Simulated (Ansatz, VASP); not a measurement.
# Two plane-wave programs on TiAl2

```
Ti Al
1.0
     1.97955   -6.04720    0.00000
     1.97955    6.04720    0.00000
     0.00000    0.00000    4.03150
Ti Al
2 4
Cartesian
  1.9795 -1.8021 0.0000
  1.9795 1.8021 0.0000
  0.0000 0.0000 0.0000
  1.9795 -3.9186 2.0158
  1.9795 3.9186 2.0158
  1.9795 0.0000 2.0158
```

Alike in both runs: task single point; functional PBEsol; k mesh 10 × 10 × 10; occupations gaussian, width 0.2 eV; no spin polarisation.

|  | VASP | Ansatz |
| --- | --- | --- |
| version | VASP 6.6.1 | Ansatz 0.2.0 |
| potentials or method | VASP PAW PBE potentials, release 64 (Ti_sv, Al), cutoff 520 eV | scalar-relativistic, plane waves, PAW |
| valence electrons in the cell | 36 | 36 |

```csv
,VASP,Ansatz,Ansatz less VASP
gap on the k mesh at the Fermi level (eV),none,none,-
pressure (GPa),-2.7,-2.8,-0.09
"traceless stress, the component that is largest in VASP (GPa)",1.65,1.66,+0.004
rms of the force components (eV/Å),0.294,0.292,-0.0018
```

VASP's potentials were made for PBE, not for PBEsol. Atom by atom the forces differ by 0.002 eV/Å (rms over components). A gap of «none» marks a metal or a gap that the smearing closes.
